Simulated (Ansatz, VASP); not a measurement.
Ge: VASP beside Ansatz

The input INCAR:

```
PREC     = Accurate       # precision mode
ENCUT    = 520            # plane-wave cutoff, eV
EDIFF    = 1E-6           # SCF threshold, eV
ISMEAR   = 0              # smearing method
SIGMA    = 0.1            # smearing width, eV
LREAL    = False          # projectors in reciprocal space
LASPH    = True           # aspherical terms in the spheres
NELM     = 60             # most SCF steps
ALGO     = Normal         # electronic algorithm
ISIF     = 2              # what is computed and relaxed
LWAVE    = False          # write WAVECAR
LCHARG   = False          # write CHGCAR
LDIPOL   = True         
IDIPOL   = 3            
DIPOL    = 0.5 0.5 0.500
GGA      = PE             # functional
NBANDS   = 66             # bands
```

The input KPOINTS:

```
regular mesh
0
Gamma
  9 9 1
```

POSCAR

```
Ge
1.0
    4.0736913413      0.0000000000      0.0000000000
   -2.0368456706      3.5279201887      0.0000000000
    0.0000000000      0.0000000000     17.8100039188
Ge
8
Direct
    0.3333333333      0.6666666667      0.1965187664
    0.0000000000      0.0000000000      0.2432081870
    0.0000000000      0.0000000000      0.3832764486
    0.6666666667      0.3333333333      0.4299658692
    0.6666666667      0.3333333333      0.5700341308
    0.3333333333      0.6666666667      0.6167235514
    0.3333333333      0.6666666667      0.7567918130
    0.0000000000      0.0000000000      0.8034812336
```

Input for Ansatz:

```yaml
crystal:
  lattice:
    - [4.0736913413, 0.0, 0.0]
    - [-2.0368456706, 3.5279201887, 0.0]
    - [0.0, 0.0, 17.8100039188]
  atoms:
    - { symbol: Ge, position: [0.3333333333, 0.6666666667, 0.1965187664] }
    - { symbol: Ge, position: [0.0, 0.0, 0.243208187] }
    - { symbol: Ge, position: [0.0, 0.0, 0.3832764486] }
    - { symbol: Ge, position: [0.6666666667, 0.3333333333, 0.4299658692] }
    - { symbol: Ge, position: [0.6666666667, 0.3333333333, 0.5700341308] }
    - { symbol: Ge, position: [0.3333333333, 0.6666666667, 0.6167235514] }
    - { symbol: Ge, position: [0.3333333333, 0.6666666667, 0.756791813] }
    - { symbol: Ge, position: [0.0, 0.0, 0.8034812336] }
basis:
  ecutwfc: 420
kpoints:
  mp_grid: { grid: [9, 9, 1] }
hamiltonian:
  xc: pbe
scf:
  occupations: { method: gaussian, width: 0.1 }
output:
  forces: true
  stress: true
  eigenvalues: true
efield:
  axis: 3
  dipole_correction: true
  ramp_width: 0.04
```

Alike in both runs: task single point; functional PBE; k mesh 9 × 9 × 1; occupations gaussian, width 0.1 eV; no spin polarisation.

```csv
,VASP,Ansatz
version,VASP 6.6.1,Ansatz 0.2.0
potentials or method,"VASP PAW PBE potentials, release 64 (Ge_d), cutoff 520 eV","scalar-relativistic, plane waves, PAW"
valence electrons in the cell,112,112
```

Ansatz gave:

- gap on the k mesh at the Fermi level (eV): none
- rms of the force components (eV/Å): 0.130

Problem. Which values does VASP return?

Solution. gap on the k mesh at the Fermi level (eV): none; rms of the force components (eV/Å): 0.131.

Atom by atom the forces differ by 0.001 eV/Å (rms over components). A gap of «none» marks a metal or a gap that the smearing closes. Ansatz's warnings: vacuum density over bound.
